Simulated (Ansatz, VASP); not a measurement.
# KMgF3: VASP beside Ansatz

```
CELL_PARAMETERS angstrom
3.92160 0.00000 0.00000
0.00000 3.92160 0.00000
0.00000 0.00000 4.11768
ATOMIC_POSITIONS crystal
K 0.50000 0.50000 0.50000
Mg 0.00000 0.00000 0.00000
F 0.50000 0.00000 0.00000
F 0.00000 0.50000 0.00000
F 0.00000 0.00000 0.50000
```

Alike in both runs: task single point; functional PBE; k mesh 6 × 6 × 6; occupations gaussian, width 0.05 eV; no spin polarisation.

|  | VASP | Ansatz |
| --- | --- | --- |
| version | VASP 6.6.1 | Ansatz 0.2.0 |
| potentials or method | VASP PAW PBE potentials, release 64 (K_sv, Mg, F), cutoff 520 eV | scalar-relativistic, plane waves, PAW |
| valence electrons in the cell | 32 | 40 |

```csv
,VASP,Ansatz,Ansatz less VASP
gap on the k mesh at the Fermi level (eV),7.27,7.30,+0.031
least direct gap on the mesh (eV),7.61,7.64,+0.028
pressure (GPa),3.6,4.1,+0.44
"traceless stress, the component that is largest in VASP (GPa)",-3.20,-3.19,+0.010
```

The functional is the same, so the differences come from potentials, cutoffs and numerics. VASP's potentials hold 32 valence electrons a cell and Ansatz's 40, so a difference there can come from the potentials and not from the codes.
